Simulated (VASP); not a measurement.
# Zr (P6_3/mmc) in VASP: settings compared

The runs below take Zr through single point, relaxation of the atoms, with LDA, revPBE+D3(BJ), PBEsol.

All numbers are computed with VASP 6.6.1; they aren't measurements. Logs are shortened: lines on timing, memory, paths and dates and some standing lists are left out, and cuts for length are marked.

## Step 1: The cell of the first run

It takes space group P6_3/mmc (No. 194, hexagonal). Conventional cell: a = 3.482 Å, b = 3.482 Å, c = 5.544 Å, α = 90.00°, β = 90.00°, γ = 120.00°. Zr (site symmetry -6m2) has 12 Zr at 3.42 to 3.48 Å within 4.5 Å.

## Step 2: Single point, LDA (29.10 Å³/atom)

Input file INCAR:

```
SYSTEM = Zr
PREC     = Accurate       ! precision mode
ENCUT    = 520            ! plane-wave cutoff, eV
EDIFF    = 1E-6           ! SCF threshold, eV
ISMEAR   = 1              ! smearing method
SIGMA    = 0.1            ! smearing width, eV
LREAL    = .FALSE.        ! projectors in reciprocal space
LASPH    = .TRUE.         ! aspherical terms in the spheres
NELM     = 60             ! most SCF steps
ALGO     = Normal         ! electronic algorithm
ISIF     = 2              ! what is computed and relaxed
LWAVE    = .FALSE.        ! write WAVECAR
LCHARG   = .TRUE.         ! write CHGCAR
GGA      = CA             ! functional
LELF     = .TRUE.         ! ELF
LVHAR    = .TRUE.       
NBANDS   = 19             ! bands
```

Input file KPOINTS:

```
Automatic mesh
0
G
  9 9 5
  0 0 0
```

Input file POSCAR:

```
Zr
1.0
    3.4815664591      0.0000000000      0.0000000000
   -1.7407832295      3.0151249985      0.0000000000
    0.0000000000      0.0000000000      5.5444376748
Zr
2
Direct
    0.6666666667      0.3333333333      0.7500000000
    0.3333333333      0.6666666667      0.2500000000
```

Potentials or basis: VASP PAW LDA potentials, release 64 (Zr_sv).

Started as:

```console
cat potpaw_LDA.64/Zr_sv/POTCAR > POTCAR
mpirun -np 1 vasp_std > vasp.out
```

OUTCAR:

```text
SYSTEM = Zr
   PREC = Accurate
   ENCUT = 520
   EDIFF = 1E-6
   ISMEAR = 1
   LREAL = .FALSE.
   LASPH = .TRUE.
   NELM = 60
   ISIF = 2
   GGA = CA

 ion  position               nearest neighbor table
   1  0.667  0.333  0.750-   2 3.42   2 3.42   2 3.42   2 3.42   2 3.42   2 3.42
   2  0.333  0.667  0.250-   1 3.42   1 3.42   1 3.42   1 3.42   1 3.42   1 3.42

  LATTYP: Found a hexagonal cell.
 ALAT       =     3.4815664591
 C/A-ratio  =     1.5925123762

  Lattice vectors:

 A1 = (   3.4815664591,   0.0000000000,   0.0000000000)
 A2 = (  -1.7407832295,   3.0151249985,   0.0000000000)
 A3 = (   0.0000000000,   0.0000000000,   5.5444376748)

Analysis of symmetry for initial positions (statically):
=====================================================================
 Subroutine PRICEL returns:
 Original cell was already a primitive cell.

 Routine SETGRP: Setting up the symmetry group for a
 hexagonal supercell.

 Subroutine GETGRP returns: Found 24 space group operations
 (whereof 12 operations were pure point group operations)
 out of a pool of 24 trial point group operations.

The static configuration has the point symmetry D_3d.
 The point group associated with its full space group is D_6h.

Analysis of symmetry for dynamics (positions and initial velocities):
=====================================================================
 Subroutine PRICEL returns:
 Original cell was already a primitive cell.

 Routine SETGRP: Setting up the symmetry group for a
 hexagonal supercell.

 Subroutine GETGRP returns: Found 24 space group operations
 (whereof 12 operations were pure point group operations)
 out of a pool of 24 trial point group operations.

The dynamic configuration has the point symmetry D_3d.
 The point group associated with its full space group is D_6h.

 Subroutine INISYM returns: Found 24 space group operations
 (whereof 12 operations are pure point group operations),
 and found     1 'primitive' translations

----------------------------------------------------------------------------------------

                                     Primitive cell

  volume of cell :      58.2019

  direct lattice vectors                    reciprocal lattice vectors
     3.481566459  0.000000000  0.000000000     0.287227032  0.165830604  0.000000000
    -1.740783230  3.015124999  0.000000000     0.000000000  0.331661208  0.000000000
     0.000000000  0.000000000  5.544437675     0.000000000  0.000000000  0.180360942

  length of vectors
     3.481566459  3.481566459  5.544437675     0.331661208  0.331661208  0.180360942

  position of ions in fractional coordinates (direct lattice)
     0.666666667  0.333333333  0.750000000
     0.333333333  0.666666667  0.250000000

  ion indices of the primitive-cell ions
   primitive index   ion index
                 1           1
                 2           2

----------------------------------------------------------------------------------------

 KPOINTS: Automatic mesh

Automatic generation of k-mesh.
 Grid dimensions read from file:
 generate k-points for:    9    9    5

 Generating k-lattice:

  Cartesian coordinates                     Fractional coordinates (reciprocal lattice)
     0.031914115  0.018425623  0.000000000     0.111111111  0.000000000  0.000000000
     0.000000000  0.036851245  0.000000000     0.000000000  0.111111111  0.000000000
     0.000000000  0.000000000  0.036072188     0.000000000  0.000000000  0.200000000

  Length of vectors
     0.036851245  0.036851245  0.036072188

  Shift w.r.t. Gamma in fractional coordinates (k-lattice)
     0.000000000  0.000000000  0.000000000

 Subroutine IBZKPT returns following result:
 ===========================================

 Found     36 irreducible k-points:

 Following reciprocal coordinates:
            Coordinates               Weight
  0.000000  0.000000  0.000000      1.000000
  0.111111 -0.000000  0.000000      6.000000
  0.222222 -0.000000  0.000000      6.000000
  0.333333 -0.000000  0.000000      6.000000
  0.444444 -0.000000  0.000000      6.000000
  0.111111  0.111111  0.000000      6.000000
[... 16 lines left out ...]
  0.333333  0.222222  0.200000     24.000000
  0.333333  0.333333  0.200000      4.000000
 [... further k-points ...]
   k-points           NKPTS =     36   k-points in BZ     NKDIM =     36   number of bands    NBANDS=     19
   number of dos      NEDOS =    301   number of ions     NIONS =      2
   total plane-waves  NPLWV =  32928
   dimension x,y,z NGX =    28 NGY =   28 NGZ =   42
   dimension x,y,z NGXF=    56 NGYF=   56 NGZF=   84
   ions per type =               2
   NGX,Y,Z   is equivalent  to a cutoff of  13.37, 13.37, 12.59 a.u.
   NGXF,Y,Z  is equivalent  to a cutoff of  26.74, 26.74, 25.19 a.u.
 SYSTEM =  Zr
   PREC   = accura    normal or accurate (medium, high low for compatibility)
   ISTART =      0    job   : 0-new  1-cont  2-samecut
   ICHARG =      2    charge: 1-file 2-atom 10-const
   ISPIN  =      1    spin polarized calculation?
   LNONCOLLINEAR =      F non collinear calculations
   LSORBIT =      F    spin-orbit coupling
   LASPH  =      T    aspherical Exc in radial PAW
   ENCUT  =  520.0 eV  38.22 Ry    6.18 a.u.   6.47  6.47 10.31*2*pi/ulx,y,z
   NELM   =     60;   NELMIN=  2; NELMDL= -5     # of ELM steps
   EDIFF  = 0.1E-05   stopping-criterion for ELM
   LREAL  =      F    real-space projection
   EDIFFG = 0.1E-04   stopping-criterion for IOM
   NSW    =      0    number of steps for IOM
   IBRION =     -1    ionic relax: 0-MD 1-quasi-New 2-CG
   NFREE  =      0    steps in history (QN), initial steepest desc. (CG)
   ISIF   =      2    stress and relaxation
   ISYM   =      2    0-nonsym 1-usesym 2-fastsym
   POTIM  = 0.5000    time-step for ionic-motion
   TEBEG  =    0.0;   TEEND  =   0.0 temperature during run
   PSTRESS=    0.0 pullay stress
   NELECT =      24.0000    total number of electrons
   NUPDOWN=      -1.0000    fix difference up-down
   EMIN   =  10.00;   EMAX   =-10.00  energy-range for DOS
   EFERMI =   0.00;   METHOD = LEGACY
   ISMEAR =     1;   SIGMA  =   0.10  broadening in eV -4-tet -1-fermi 0-gaus
   EFERMI_NEDOS =   21; number of points for ismear=-14 and -15
   IALGO  =     38    algorithm
   IMIX   =      4    mixing-type and parameters
     AMIX     =   0.40;   BMIX     =  1.00
     AMIX_MAG =   1.60;   BMIX_MAG =  1.00
  volume/ion in A,a.u.               =      29.10       196.38
  Fermi-wavevector in a.u.,A,eV,Ry     =   1.218520  2.302669 20.201815  1.484792
  Thomas-Fermi vector in A             =   2.353804
   LORBIT       =      0    0 simple, 1 ext, 2 COOP (PROOUT), +10 PAW based schemes
   GGA     = CA    functional components
   LHFCALC =     F    Hartree Fock is set to
   AEXX    =    0.0000 exact exchange contribution
   IVDW    =     0    specifies the selected vdW correction
   LEPSILON=     F    determine dielectric tensor
   LRPA    =     F    only Hartree local field effects (RPA)
 non-spin polarized calculation
 Methfessel and Paxton  Order N= 1 SIGMA  =   0.10
  energy-cutoff  :      520.00
  volume of cell :       58.20
 maximum number of plane-waves:      1593
 NGX is ok and might be reduce to    28
   NGX = 13   NGY = 13   NGZ = 21

 number of electron      24.0000001 magnetization

 Free energy of the ion-electron system (eV)
  ---------------------------------------------------
  ext. energy  EPLUGINS =         0.00000000
  ---------------------------------------------------
  free energy    TOTEN  =       -17.56057606 eV

  energy without entropy =      -17.56121022  energy(sigma->0) =      -17.56078745

 E-fermi :   6.5522     XC(G=0): -10.3194

 val. band max:        6.4877734625   @ k =   0.0000   0.0000   0.4000
 cond. band min:       6.5849935888   @ k =   0.2222   0.2222   0.4000
 fundamental gap:      0.0972201263
 Fermi energy:         6.5521682616

 k-point     1 :       0.0000    0.0000    0.0000
  band No.  band energies     occupation
      1     -42.5348      2.00000
      2     -42.4745      2.00000
      3     -20.9026      2.00000
      4     -20.4635      2.00000
      5     -20.4635      2.00000
      6     -20.4164      2.00000
[... 11 lines left out ...]
     18       8.1716     -0.00000
     19       9.9031      0.00000

 k-point     2 :       0.1111   -0.0000    0.0000
  band No.  band energies     occupation
      1     -42.5295      2.00000
      2     -42.4723      2.00000
      3     -20.8846      2.00000
      4     -20.5013      2.00000
      5     -20.4760      2.00000
      6     -20.4308      2.00000
[... 11 lines left out ...]
     18       7.9816     -0.00000
     19      10.0316      0.00000

 k-point     3 :       0.2222   -0.0000    0.0000
  band No.  band energies     occupation
      1     -42.5154      2.00000
      2     -42.4674      2.00000
      3     -20.8352      2.00000
      4     -20.5973      2.00000
      5     -20.5277      2.00000
      6     -20.5066      2.00000
[... 11 lines left out ...]
     18       8.6090      0.00000
     19      10.2484      0.00000

 k-point     4 :       0.3333   -0.0000    0.0000
  band No.  band energies     occupation
      1     -42.4979      2.00000
      2     -42.4631      2.00000
      3     -20.7674      2.00000
      4     -20.7070      2.00000
      5     -20.6333      2.00000
      6     -20.5398      2.00000
[... 407 lines left out ...]
     18      10.0470      0.00000
     19      10.6529      0.00000

 k-point    23 :       0.3333    0.2222    0.2000
  band No.  band energies     occupation
      1     -42.4758      2.00000
      2     -42.4648      2.00000
      3     -20.7694      2.00000
      4     -20.7265      2.00000
      5     -20.6543      2.00000
      6     -20.5863      2.00000
[... 11 lines left out ...]
     18      10.3238      0.00000
     19      11.3416      0.00000

 k-point    24 :       0.3333    0.3333    0.2000
  band No.  band energies     occupation
      1     -42.4684      2.00000
      2     -42.4684      2.00000
      3     -20.7191      2.00000
      4     -20.7191      2.00000
      5     -20.7135      2.00000
      6     -20.5904      2.00000
[... 11 lines left out ...]
     18       9.8642      0.00000
     19      11.5963      0.00000

 [... further k-points ...]

------------------------ aborting loop because EDIFF is reached ----------------------------------------

  FORCE on cell =-STRESS in cart. coord.  units (eV):
  Direction    XX          YY          ZZ          XY          YZ          ZX
  --------------------------------------------------------------------------------------
  -------------------------------------------------------------------------------------
  Total       -6.5991591     -6.5991591     -6.8128475     -0.0000000      0.0000000     -0.0000000
  in kB     -181.6609842   -181.6609842   -187.5433769     -0.0000000      0.0000000     -0.0000000
  external PRESSURE =    -183.6217817 kB  Pullay stress =       0.0000000 kB

 VOLUME and BASIS-vectors are now :
 -----------------------------------------------------------------------------
  energy-cutoff  :      520.00
  volume of cell :       58.20
      direct lattice vectors                 reciprocal lattice vectors
     3.481566459  0.000000000  0.000000000     0.287227032  0.165830604  0.000000000
    -1.740783230  3.015124999  0.000000000     0.000000000  0.331661208  0.000000000
     0.000000000  0.000000000  5.544437675     0.000000000  0.000000000  0.180360942

 POSITION                                       TOTAL-FORCE (eV/Angst)
 -----------------------------------------------------------------------------------
      1.74078      1.00504      4.15833        -0.000000      0.000000      0.000000
     -0.00000      2.01008      1.38611         0.000000     -0.000000      0.000000
 -----------------------------------------------------------------------------------
    total drift:                               -0.000000      0.000000     -0.000000

  FREE ENERGIE OF THE ION-ELECTRON SYSTEM (eV)
  ---------------------------------------------------
  free  energy   TOTEN  =       -17.5605760611 eV

  energy  without entropy=      -17.5612102238  energy(sigma->0) =      -17.56078745
```

Run time: 56 s. Hardware: 1 thread of AMD EPYC, shared host; peak memory 0.13 GiB.

What came out:

- Free energy: -17.5606 eV
- Pressure: -18.4 GPa
- Band gap on the k mesh: zero (bands 12 and 13 overlap by 1.00 eV)

Stress tensor (GPa, compression positive):
```
-18.17   0.00   0.00
  0.00 -18.17   0.00
  0.00   0.00 -18.75
```

Caveat: the cell stands under tension.

[end of part 1 of 2]
